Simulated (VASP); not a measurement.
# Li3H2 (Immm) in VASP: single point with PBE

Aim: the single point of Li3H2 with PBE.

Everything below comes from runs of VASP 6.6.1. Logs are shortened: lines on timing, memory, paths and dates and some standing lists are left out, and cuts for length are marked.

### Step 1. The cell of the first run

The structure is orthorhombic, space group Immm (No. 71). The conventional cell has a = 2.796 Å, b = 4.245 Å, c = 8.593 Å, α = 90.00°, β = 90.00°, γ = 90.00°. Within 2.5 Å of Li (site symmetry mm2) lie 4 H at 1.90 to 2.13 Å. Within 2.8 Å of Li (site symmetry mmm) lie 4 H at 2.00 Å and 4 Li at 2.72 to 2.80 Å. Within 2.5 Å of H (site symmetry mm2) lie 6 Li at 1.90 to 2.13 Å.

The cell was built from a structure type or drawn by symmetry, and may not be a known phase.

### Step 2. Single point, PBE

File INCAR:

```
SYSTEM = Li3H2
PREC     = Accurate       ! precision mode
ENCUT    = 520            ! plane-wave cutoff, eV
EDIFF    = 1E-7           ! SCF threshold, eV
ISMEAR   = 0              ! smearing method
SIGMA    = 0.1            ! smearing width, eV
LREAL    = .FALSE.        ! projectors in reciprocal space
LASPH    = .TRUE.         ! aspherical terms in the spheres
NELM     = 60             ! most SCF steps
ALGO     = Normal         ! electronic algorithm
ISIF     = 2              ! what is computed and relaxed
LWAVE    = .FALSE.        ! write WAVECAR
LCHARG   = .TRUE.         ! write CHGCAR
GGA      = PE             ! functional
LELF     = .TRUE.         ! ELF
LVHAR    = .TRUE.       
NBANDS   = 14             ! bands
```

File KPOINTS:

```
regular mesh
0
G
  14 14 14
  0 0 0
```

File POSCAR:

```
Li3H2
1.0
   -1.3979842992      2.1227054551      4.2965047730
    1.3979842992     -2.1227054551      4.2965047730
    1.3979842992      2.1227054551     -4.2965047730
Li H
3 2
Direct
    0.8167162971      0.3167162971      0.5000000000
    0.1832837029      0.6832837029      0.5000000000
    0.5000000000      0.0000000000      0.5000000000
    0.3333335783      0.3333335783      0.0000000000
    0.6666664217      0.6666664217      0.0000000000
```

Potentials or basis: VASP PAW PBE potentials, release 64 (Li_sv, H).

Launch:

```console
$ cat potpaw_PBE.64/Li_sv/POTCAR potpaw_PBE.64/H/POTCAR > POTCAR
$ mpirun -np 1 vasp_std > vasp.out
```

OUTCAR:

```text
SYSTEM = Li3H2
   PREC = Accurate
   ENCUT = 520
   EDIFF = 1E-7
   ISMEAR = 0
   LREAL = .FALSE.
   LASPH = .TRUE.
   NELM = 60
   ISIF = 2
   GGA = PE

 ion  position               nearest neighbor table
   1  0.817  0.317  0.500-
   2  0.183  0.683  0.500-
   3  0.500  0.000  0.500-
   4  0.333  0.333  0.000-
   5  0.667  0.667  0.000-

  LATTYP: Found a body centered orthorhombic cell.
 ALAT       =     2.7959685984
 B/A-ratio  =     1.5184043600
 C/A-ratio  =     3.0733569579

  Lattice vectors:

 A1 = (  -1.3979842992,   2.1227054551,   4.2965047730)
 A2 = (   1.3979842992,  -2.1227054551,   4.2965047730)
 A3 = (   1.3979842992,   2.1227054551,  -4.2965047730)

Analysis of symmetry for initial positions (statically):
=====================================================================
 Subroutine PRICEL returns:
 Original cell was already a primitive cell.

 Routine SETGRP: Setting up the symmetry group for a
 body centered orthorhombic supercell.

 Subroutine GETGRP returns: Found  8 space group operations
 (whereof  8 operations were pure point group operations)
 out of a pool of  8 trial point group operations.

The static configuration has the point symmetry D_2h.

Analysis of symmetry for dynamics (positions and initial velocities):
=====================================================================
 Subroutine PRICEL returns:
 Original cell was already a primitive cell.

 Routine SETGRP: Setting up the symmetry group for a
 body centered orthorhombic supercell.

 Subroutine GETGRP returns: Found  8 space group operations
 (whereof  8 operations were pure point group operations)
 out of a pool of  8 trial point group operations.

The dynamic configuration has the point symmetry D_2h.

 Subroutine INISYM returns: Found  8 space group operations
 (whereof  8 operations are pure point group operations),
 and found     1 'primitive' translations

----------------------------------------------------------------------------------------

                                     Primitive cell

  volume of cell :      50.9997

  direct lattice vectors                    reciprocal lattice vectors
    -1.397984299  2.122705455  4.296504773     0.000000000  0.235548460  0.116373663
     1.397984299 -2.122705455  4.296504773     0.357657808  0.000000000  0.116373663
     1.397984299  2.122705455 -4.296504773     0.357657808  0.235548460  0.000000000

  length of vectors
[... 97 lines left out ...]
   TEBEG  =    0.0;   TEEND  =   0.0 temperature during run
   PSTRESS=    0.0 pullay stress
   NELECT =      11.0000    total number of electrons
   NUPDOWN=      -1.0000    fix difference up-down
   EMIN   =  10.00;   EMAX   =-10.00  energy-range for DOS
   EFERMI =   0.00;   METHOD = LEGACY
   ISMEAR =     0;   SIGMA  =   0.10  broadening in eV -4-tet -1-fermi 0-gaus
   EFERMI_NEDOS =   21; number of points for ismear=-14 and -15
   IALGO  =     38    algorithm
   IMIX   =      4    mixing-type and parameters
     AMIX     =   0.40;   BMIX     =  1.00
     AMIX_MAG =   1.60;   BMIX_MAG =  1.00
  volume/ion in A,a.u.               =      10.20        68.83
  Fermi-wavevector in a.u.,A,eV,Ry     =   0.981786  1.855306 13.114694  0.963903
  Thomas-Fermi vector in A             =   2.112819
   LORBIT       =      0    0 simple, 1 ext, 2 COOP (PROOUT), +10 PAW based schemes
   GGA     = PE    functional components
   LHFCALC =     F    Hartree Fock is set to
   AEXX    =    0.0000 exact exchange contribution
   IVDW    =     0    specifies the selected vdW correction
   LEPSILON=     F    determine dielectric tensor
   LRPA    =     F    only Hartree local field effects (RPA)
 non-spin polarized calculation
 Gauss-broadening in eV      SIGMA  =   0.10
  energy-cutoff  :      520.00
  volume of cell :       51.00
 maximum number of plane-waves:      1388
 NGX is ok and might be reduce to    40
   NGX = 19   NGY = 19   NGZ = 19

 number of electron      11.0000001 magnetization

 Free energy of the ion-electron system (eV)
  ---------------------------------------------------
  ext. energy  EPLUGINS =         0.00000000
  ---------------------------------------------------
  free energy    TOTEN  =       -13.89328684 eV

  energy without entropy =      -13.88967324  energy(sigma->0) =      -13.89148004

 E-fermi :   1.9572     XC(G=0):  -8.0537

 val. band max:        1.9503473128   @ k =  -0.2857  -0.3571   0.2143
 cond. band min:       1.9618392155   @ k =   0.5000  -0.4286   0.0714
 fundamental gap:      0.0114919026
 Fermi energy:         1.9571553805

 k-point     1 :       0.0000    0.0000    0.0000
  band No.  band energies     occupation
      1     -44.7177      2.00000
      2     -44.6262      2.00000
      3     -44.5929      2.00000
      4      -5.1176      2.00000
      5      -1.8748      2.00000
      6       2.6523      0.00000
      7       3.7762      0.00000
      8       4.8517      0.00000
      9       6.8112      0.00000
     10       7.5991      0.00000
     11      12.7575      0.00000
     12      13.8848      0.00000
     13      15.4522      0.00000
     14      15.6894      0.00000
[... 377 lines left out ...]
      1     -44.7133      2.00000
      2     -44.6216      2.00000
      3     -44.5920      2.00000
      4      -4.8072      2.00000
      5      -1.7970      2.00000
      6       2.6662      0.00000
      7       4.0448      0.00000
      8       5.5442      0.00000
      9       6.4009      0.00000
     10       7.4605      0.00000
     11      11.6763      0.00000
     12      12.2731      0.00000
     13      14.7135      0.00000
     14      15.5040      0.00000

 [... further k-points ...]
[... 5 lines left out ...]
  --------------------------------------------------------------------------------------
  -------------------------------------------------------------------------------------
  Total       -0.0499921     -0.0470043     -0.0659627      0.0000000      0.0000000      0.0000000
  in kB       -1.5705230     -1.4766609     -2.0722472      0.0000000      0.0000000      0.0000000
  external PRESSURE =      -1.7064770 kB  Pullay stress =       0.0000000 kB

 VOLUME and BASIS-vectors are now :
 -----------------------------------------------------------------------------
  energy-cutoff  :      520.00
  volume of cell :       51.00
      direct lattice vectors                 reciprocal lattice vectors
    -1.397984299  2.122705455  4.296504773     0.000000000  0.235548460  0.116373663
     1.397984299 -2.122705455  4.296504773     0.357657808  0.000000000  0.116373663
     1.397984299  2.122705455 -4.296504773     0.357657808  0.235548460  0.000000000

 POSITION                                       TOTAL-FORCE (eV/Angst)
 -----------------------------------------------------------------------------------
      0.00000      2.12271      2.72155         0.000000      0.000000      0.003122
      1.39798      0.00000      1.57496        -0.000000     -0.000000     -0.003122
      0.00000      2.12271      0.00000         0.000000     -0.000000     -0.000000
      0.00000      0.00000      2.86434         0.000000      0.000000      0.000604
      0.00000      0.00000      5.72867        -0.000000     -0.000000     -0.000604
 -----------------------------------------------------------------------------------
    total drift:                                0.000000     -0.000000     -0.000000

  FREE ENERGIE OF THE ION-ELECTRON SYSTEM (eV)
  ---------------------------------------------------
  free  energy   TOTEN  =       -13.8932868417 eV

  energy  without entropy=      -13.8896732358  energy(sigma->0) =      -13.89148004
```

stdout:

```text
POSCAR found type information on POSCAR LiH
 POSCAR found :  2 types and       5 ions
 scaLAPACK will be used
 LDA part: xc-table for (Slater+PW92), standard interpolation
 POSCAR, INCAR and KPOINTS ok, starting setup
 FFT: planning ... GRIDC
 FFT: planning ... GRID_SOFT
 FFT: planning ... GRID
 WAVECAR not read
 entering main loop
```

Run time: 8.5 min. Hardware: 1 thread of Intel Xeon Platinum 8259CL at 2.50GHz (Skylake/Cascade Lake), shared host; peak memory 0.39 GiB.

Results:

```
Free energy            : -13.8933 eV
Largest force          : 0.003 eV/Å
Band gap on the k mesh : zero (an odd number of electrons rules out a gap without spin polarisation)
```

Forces in eV/Å, atoms in the order of the input:
```
Li   0.000  0.000  0.003
Li   0.000  0.000 -0.003
Li   0.000  0.000  0.000
H    0.000  0.000  0.001
H    0.000  0.000 -0.001
```

Caveat: the cutoff is under 1.25 times the usual one of these potentials, so pressure, stress and relaxed cells hold a basis-set (Pulay) error.
